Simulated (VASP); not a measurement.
# As in VASP: notebook

Runs on As. Level: LDA. Tasks: single point.

All numbers are computed with VASP 6.6.1; they aren't measurements. Logs are shortened: lines on timing, memory, paths and dates and some standing lists are left out, and cuts for length are marked.

**1. The cell of the first run**

The cell holds a slab with vacuum, 2 atoms: a = 3.463 Å, b = 3.463 Å, c = 28.000 Å, α = 90.00°, β = 90.00°, γ = 120.00°.

**2. Single point, LDA**

File INCAR:

```
PREC = Accurate
ENCUT = 520
EDIFF = 1E-7
ISMEAR = 0
SIGMA = 0.02
LREAL = F
LASPH = T
NELM = 60
ALGO = Normal
ISIF = 2
LWAVE = F
LCHARG = T
LDIPOL = T
IDIPOL = 3
DIPOL = 0.5 0.5 0.500
GGA = CA
LELF = T
LVHAR = T
LVACPOTAV = T
NBANDS = 12
```

File KPOINTS:

```
Automatic mesh
0
Gamma
  9 9 1
```

File POSCAR:

```
As
1.0
    3.4630000000      0.0000000000      0.0000000000
   -1.7315000000      2.9990459733      0.0000000000
    0.0000000000      0.0000000000     28.0000000000
As
2
Direct
    0.3333333333      0.6666666667      0.5105714286
    0.6666666667      0.3333333333      0.4894285714
```

Potentials or basis: VASP PAW LDA potentials, release 64 (As).

Started as:

```bash
$ cat potpaw_LDA.64/As/POTCAR > POTCAR
$ mpirun -np 1 vasp_std > vasp.out
```

OUTCAR:

```text
PREC = Accurate
   ENCUT = 520
   EDIFF = 1E-7
   ISMEAR = 0
   LREAL = F
   LASPH = T
   NELM = 60
   ISIF = 2
   GGA = CA

 ion  position               nearest neighbor table
   1  0.333  0.667  0.511-   2 2.09   2 2.09   2 2.09
   2  0.667  0.333  0.489-   1 2.09   1 2.09   1 2.09

  LATTYP: Found a hexagonal cell.
 ALAT       =     3.4630000000
 C/A-ratio  =     8.0854750217

  Lattice vectors:

 A1 = (   3.4630000000,   0.0000000000,   0.0000000000)
 A2 = (  -1.7315000000,   2.9990459733,   0.0000000000)
 A3 = (   0.0000000000,   0.0000000000,  28.0000000000)

Analysis of symmetry for initial positions (statically):
=====================================================================
 Subroutine PRICEL returns:
 Original cell was already a primitive cell.

 Routine SETGRP: Setting up the symmetry group for a
 hexagonal supercell.

 Subroutine GETGRP returns: Found 12 space group operations
 (whereof 12 operations were pure point group operations)
 out of a pool of 24 trial point group operations.

The static configuration has the point symmetry D_3d.

Analysis of symmetry for dynamics (positions and initial velocities):
=====================================================================
 Subroutine PRICEL returns:
 Original cell was already a primitive cell.

 Routine SETGRP: Setting up the symmetry group for a
 hexagonal supercell.

 Subroutine GETGRP returns: Found 12 space group operations
 (whereof 12 operations were pure point group operations)
 out of a pool of 24 trial point group operations.

The dynamic configuration has the point symmetry D_3d.

 Subroutine INISYM returns: Found 12 space group operations
 (whereof 12 operations are pure point group operations),
 and found     1 'primitive' translations

----------------------------------------------------------------------------------------

                                     Primitive cell

  volume of cell :     290.7995

  direct lattice vectors                    reciprocal lattice vectors
     3.463000000  0.000000000  0.000000000     0.288766965  0.166719685  0.000000000
    -1.731500000  2.999045973  0.000000000     0.000000000  0.333439370  0.000000000
     0.000000000  0.000000000 28.000000000     0.000000000  0.000000000  0.035714286

  length of vectors
     3.463000000  3.463000000 28.000000000     0.333439370  0.333439370  0.035714286
[... 81 lines left out ...]
   EMIN   =  10.00;   EMAX   =-10.00  energy-range for DOS
   EFERMI =   0.00;   METHOD = LEGACY
   ISMEAR =     0;   SIGMA  =   0.02  broadening in eV -4-tet -1-fermi 0-gaus
   EFERMI_NEDOS =   21; number of points for ismear=-14 and -15
   IALGO  =     38    algorithm
   IMIX   =      4    mixing-type and parameters
     AMIX     =   0.40;   BMIX     =  1.00
     AMIX_MAG =   1.60;   BMIX_MAG =  1.00
  volume/ion in A,a.u.               =     145.40       981.21
  Fermi-wavevector in a.u.,A,eV,Ry     =   0.532366  1.006026  3.856075  0.283414
  Thomas-Fermi vector in A             =   1.555819
   LORBIT       =      0    0 simple, 1 ext, 2 COOP (PROOUT), +10 PAW based schemes
   GGA     = CA    functional components
   LHFCALC =     F    Hartree Fock is set to
   AEXX    =    0.0000 exact exchange contribution
   IVDW    =     0    specifies the selected vdW correction
   LEPSILON=     F    determine dielectric tensor
   LRPA    =     F    only Hartree local field effects (RPA)
 non-spin polarized calculation
 Gauss-broadening in eV      SIGMA  =   0.02
  energy-cutoff  :      520.00
  volume of cell :      290.80
 maximum number of plane-waves:      7891
 NGX is ok and might be reduce to    28
   NGX = 13   NGY = 13   NGZ =105

 number of electron      10.0000000 magnetization

 number of electron       9.9999998 magnetization

 dipolmoment           0.000000      0.000000     -0.000000 electrons x Angstroem

 Free energy of the ion-electron system (eV)
  ---------------------------------------------------
  ext. energy  EPLUGINS =         0.00000000
  ---------------------------------------------------
  free energy    TOTEN  =        -6.46571886 eV

  energy without entropy =       -6.46396797  energy(sigma->0) =       -6.46484341

 E-fermi :  -2.6139     XC(G=0):  -1.7772

 val. band max:       -2.6292587001   @ k =   0.2222   0.1111   0.0000
 cond. band min:      -2.6040299803   @ k =   0.1111   0.0000   0.0000
 fundamental gap:      0.0252287197
 Fermi energy:        -2.6139310586

 k-point     1 :       0.0000    0.0000    0.0000
  band No.  band energies     occupation
      1     -20.8054      2.00000
      2      -9.6753      2.00000
      3      -6.9113      2.00000
      4      -6.9113      2.00000
      5      -3.5664      2.00000
      6      -2.1196      0.00000
      7      -1.1214      0.00000
      8      -1.1214      0.00000
      9       1.0070      0.00000
     10       1.4387      0.00000
     11       1.7587      0.00000
     12       1.8709      0.00000
[... 151 lines left out ...]
 k-point    12 :       0.3333    0.3333    0.0000
  band No.  band energies     occupation
      1     -16.4515      2.00000
      2     -16.4515      2.00000
      3     -11.6390      2.00000
      4      -5.3912      2.00000
      5      -5.3912      2.00000
      6      -0.0214      0.00000
      7       2.9874      0.00000
      8       2.9874      0.00000
      9       3.2415      0.00000
     10       3.9318      0.00000
     11       3.9318      0.00000
     12       5.6284      0.00000

------------------------ aborting loop because EDIFF is reached ----------------------------------------

 vacuum level on the upper side and lower side of the slab       (xc-potential included)        -0.084        -0.084

  FORCE on cell =-STRESS in cart. coord.  units (eV):
  Direction    XX          YY          ZZ          XY          YZ          ZX
  --------------------------------------------------------------------------------------
  -------------------------------------------------------------------------------------
  Total       17.4742247     17.4742247      3.9090288      0.0000000      0.0000000      0.0000000
  in kB       96.2752936     96.2752936     21.5370298      0.0000000      0.0000000      0.0000000
  external PRESSURE =      71.3625390 kB  Pullay stress =       0.0000000 kB

 VOLUME and BASIS-vectors are now :
 -----------------------------------------------------------------------------
  energy-cutoff  :      520.00
  volume of cell :      290.80
      direct lattice vectors                 reciprocal lattice vectors
     3.463000000  0.000000000  0.000000000     0.288766965  0.166719685  0.000000000
    -1.731500000  2.999045973  0.000000000     0.000000000  0.333439370  0.000000000
     0.000000000  0.000000000 28.000000000     0.000000000  0.000000000  0.035714286

 POSITION                                       TOTAL-FORCE (eV/Angst)
 -----------------------------------------------------------------------------------
     -0.00000      1.99936     14.29600         0.000000     -0.000000      6.607800
      1.73150      0.99968     13.70400        -0.000000      0.000000     -6.607800
 -----------------------------------------------------------------------------------
    total drift:                                0.000000      0.000000      0.000000

  FREE ENERGIE OF THE ION-ELECTRON SYSTEM (eV)
  ---------------------------------------------------
  free  energy   TOTEN  =        -6.4657188554 eV

  energy  without entropy=       -6.4639679714  energy(sigma->0) =       -6.46484341

 vacuum level on the upper side and lower side of the slab         1.465         1.465
```

OSZICAR:

```text
N       E                     dE             d eps       ncg     rms          rms(c)
DAV:   1     0.825358445390E+02    0.82536E+02   -0.28040E+03   288   0.531E+02
DAV:   2     0.178158288306E+01   -0.80754E+02   -0.69292E+02   476   0.932E+01
DAV:   3    -0.657604744194E+01   -0.83576E+01   -0.82620E+01   388   0.419E+01
[... 15 lines left out ...]
DAV:  19    -0.646571618888E+01   -0.73078E-05   -0.41921E-07   324   0.135E-03    0.194E-04
DAV:  20    -0.646571805052E+01   -0.18616E-05   -0.51425E-08   372   0.477E-04    0.724E-05
DAV:  21    -0.646571866531E+01   -0.61479E-06   -0.93347E-09   356   0.241E-04    0.468E-05
DAV:  22    -0.646571884036E+01   -0.17504E-06   -0.11384E-09   352   0.921E-05    0.206E-05
DAV:  23    -0.646571885541E+01   -0.15056E-07    0.37287E-10   352   0.188E-05
   1 F= -.64657189E+01 E0= -.64648434E+01  d E =-.175088E-02
```

Run time: 36 s. Hardware: 1 thread of Intel Xeon 6975P-C (Granite Rapids), shared host; peak memory 0.31 GiB.

Results:

| Quantity | Value |
| --- | --- |
| Free energy | -6.4657 eV |
| Largest force | 6.608 eV/Å |
| Band gap on the k mesh | zero (band 5 reaches -2.02 eV, above the bottom of band 6 at -3.67 eV) |
| Work function of the upper face | 4.08 eV |
| Work function of the lower face | 4.08 eV |

Forces in eV/Å, atoms in the order of the input:
```
As   0.000  0.000  6.608
As   0.000  0.000 -6.608
```

**3. Single point, LDA**

File INCAR:

```
SYSTEM = As
ALGO = Normal ; DIPOL = 0.5 0.5 0.500
EDIFF = 1E-6 ; ENCUT = 520
IDIPOL = 3 ; ISIF = 2
ISMEAR = 0 ; LASPH = .TRUE.
LCHARG = .FALSE. ; LDIPOL = .TRUE.
LREAL = .FALSE. ; LWAVE = .FALSE.
NBANDS = 12 ; NELM = 80
PREC = Accurate ; SIGMA = 0.02
```

File KPOINTS:

```
k-points
0
G
  9 9 1
  0 0 0
```

File POSCAR:

```
As
1.0
    3.4630000000      0.0000000000      0.0000000000
   -1.7315000000      2.9990459733      0.0000000000
    0.0000000000      0.0000000000     28.0000000000
As
2
Direct
    0.3333333333      0.6666666667      0.5211428571
    0.6666666667      0.3333333333      0.4788571429
```

Potentials or basis: VASP PAW LDA potentials, release 64 (As).

Started as:

```bash
$ cat potpaw_LDA.64/As/POTCAR > POTCAR
$ mpirun -np 1 vasp_std > vasp.out
```

It took 24 s on 1 thread of Intel Xeon 6975P-C (Granite Rapids), shared host; peak memory 0.3 GiB.

Results (log left out):

* Free energy: -10.0692 eV
* Largest force: 3.485 eV/Å
* Band gap on the k mesh: 1.41 eV, indirect (least direct gap 1.73 eV)

Forces on the atoms (eV/Å):
```
As   0.000  0.000  3.485
As   0.000  0.000 -3.485
```

Levels at points of the mesh, in eV from the valence-band top:
| k point | band 1 | band 2 | band 3 | band 4 | band 5 | band 6 | band 7 | band 8 | band 9 | band 10 |
| --- | --- | --- | --- | --- | --- | --- | --- | --- | --- | --- |
| (0.00, 0.00, 0.00) | -15.13 | -6.86 | -0.76 | -0.76 | -0.23 | 1.82 | 3.52 | 3.52 | 5.10 | 5.61 |

**4. Single point, LDA**

File INCAR:

```
ALGO     = Normal         # electronic algorithm
DIPOL    = 0.5 0.5 0.500
EDIFF    = 1E-6           # SCF threshold, eV
ENCUT    = 520            # plane-wave cutoff, eV
GGA      = CA             # functional
IDIPOL   = 3            
ISIF     = 2              # what is computed and relaxed
ISMEAR   = 0              # smearing method
LASPH    = T              # aspherical terms in the spheres
LCHARG   = F              # write CHGCAR
LDIPOL   = T            
LREAL    = F              # projectors in reciprocal space
LWAVE    = F              # write WAVECAR
NBANDS   = 12             # bands
NELM     = 100            # most SCF steps
PREC     = Accurate       # precision mode
SIGMA    = 0.02           # smearing width, eV
```

File KPOINTS:

```
k-points
0
Gamma
  9 9 1
```

File POSCAR:

```
As
1.0
    3.4630000000      0.0000000000      0.0000000000
   -1.7315000000      2.9990459733      0.0000000000
    0.0000000000      0.0000000000     28.0000000000
As
2
Direct
    0.3333333333      0.6666666667      0.5317142857
    0.6666666667      0.3333333333      0.4682857143
```

Started as:

```bash
$ cat potpaw_LDA.64/As/POTCAR > POTCAR
$ mpirun -np 1 vasp_std > vasp.out
```

It took 29 s on 1 thread of Intel Xeon 6975P-C (Granite Rapids), shared host; peak memory 0.31 GiB.

Results (log left out):

- Free energy: -9.7099 eV
- Largest force: 2.885 eV/Å
- Band gap on the k mesh: zero (band 5 reaches -2.28 eV, above the bottom of band 6 at -3.10 eV)

Forces in eV/Å, atoms in the order of the input:
```
As   0.000  0.000 -2.885
As   0.000  0.000  2.885
```

Levels at points of the mesh, in eV from the Fermi level:
| k point | band 2 | band 3 | band 4 | band 5 | band 6 | band 7 | band 8 | band 9 |
| --- | --- | --- | --- | --- | --- | --- | --- | --- |
| (0.00, 0.00, 0.00) | -9.51 | -2.86 | 0.49 | 0.49 | 1.51 | 2.85 | 2.85 | 3.86 |

**5. Single point, LDA**

File INCAR:

```
SYSTEM = As
PREC = Accurate ; ENCUT = 520
EDIFF = 1E-7 ; ISMEAR = 0
SIGMA = 0.02 ; LREAL = .False.
LASPH = .True. ; NELM = 80
ALGO = Normal ; ISIF = 2
LWAVE = .False. ; LCHARG = .True.
LDIPOL = .True. ; IDIPOL = 3
DIPOL = 0.5 0.5 0.500 ; GGA = CA
LELF = .True. ; LVHAR = .True.
LVACPOTAV = .True. ; NBANDS = 12
```

File KPOINTS:

```
Automatic mesh
0
Gamma
  9 9 1
  0 0 0
```

File POSCAR:

```
As
1.0
    3.4630000000      0.0000000000      0.0000000000
   -1.7315000000      2.9990459733      0.0000000000
    0.0000000000      0.0000000000     28.0000000000
As
2
Direct
    0.3333333333      0.6666666667      0.5052857143
    0.6666666667      0.3333333333      0.4947142857
```

Started as:

```bash
$ cat potpaw_LDA.64/As/POTCAR > POTCAR
$ mpirun -np 1 vasp_std > vasp.out
```

Wall time 31 s (1 thread of Intel Xeon 6975P-C (Granite Rapids), shared host); peak memory 0.31 GiB.

The run converged. Its results:

* Free energy: -4.9582 eV
* Largest force: 3.850 eV/Å
* Band gap on the k mesh: zero (band 5 reaches -1.63 eV, above the bottom of band 6 at -3.56 eV)
* Work function of the upper face: 3.83 eV
* Work function of the lower face: 3.83 eV

Forces on the atoms (eV/Å):
```
As   0.000  0.000  3.850
As   0.000  0.000 -3.850
```

Levels at points of the mesh, in eV from the Fermi level:
| k point | band 3 | band 4 | band 5 | band 6 | band 7 | band 8 |
| --- | --- | --- | --- | --- | --- | --- |
| (0.00, 0.00, 0.00) | -4.81 | -4.81 | -1.07 | 1.42 | 1.42 | 1.42 |

**6. Single point, LDA**

File INCAR:

```
SYSTEM = As
  PREC = Accurate
  ENCUT = 520
  EDIFF = 1E-7
  ISMEAR = 0
  SIGMA = 0.02
  LREAL = .False.
  LASPH = .True.
  NELM = 60
  ALGO = Normal
  ISIF = 2
  LWAVE = .False.
  LCHARG = .False.
  LDIPOL = .True.
  IDIPOL = 3
  DIPOL = 0.5 0.5 0.500
  GGA = CA
  NBANDS = 12
```

KPOINTS is that of step 5.

File POSCAR:

```
As
1.0
    3.4630000000      0.0000000000      0.0000000000
   -1.7315000000      2.9990459733      0.0000000000
    0.0000000000      0.0000000000     28.0000000000
As
2
Direct
    0.3333333333      0.6666666667      0.5158571429
    0.6666666667      0.3333333333      0.4841428571
```

Potentials or basis: VASP PAW LDA potentials, release 64 (As).

Started as:

```bash
$ cat potpaw_LDA.64/As/POTCAR > POTCAR
$ mpirun -np 1 vasp_std > vasp.out
```

It took 29 s on 1 thread of Intel Xeon 6975P-C (Granite Rapids), shared host; peak memory 0.3 GiB.

The run converged. Its results:

```
Free energy            : -8.4274 eV
Largest force          : 6.526 eV/Å
Band gap on the k mesh : zero (band 5 reaches -3.43 eV, above the bottom of band 6 at -3.63 eV)
```

Forces on the atoms (eV/Å):
```
As   0.000  0.000  6.526
As   0.000  0.000 -6.526
```

Levels at points of the mesh, in eV from the Fermi level:
| k point | band 2 | band 3 | band 4 | band 5 | band 6 | band 7 | band 8 | band 9 |
| --- | --- | --- | --- | --- | --- | --- | --- | --- |
| (0.00, 0.00, 0.00) | -7.06 | -2.93 | -2.93 | -0.09 | 0.00 | 2.20 | 2.20 | 4.28 |
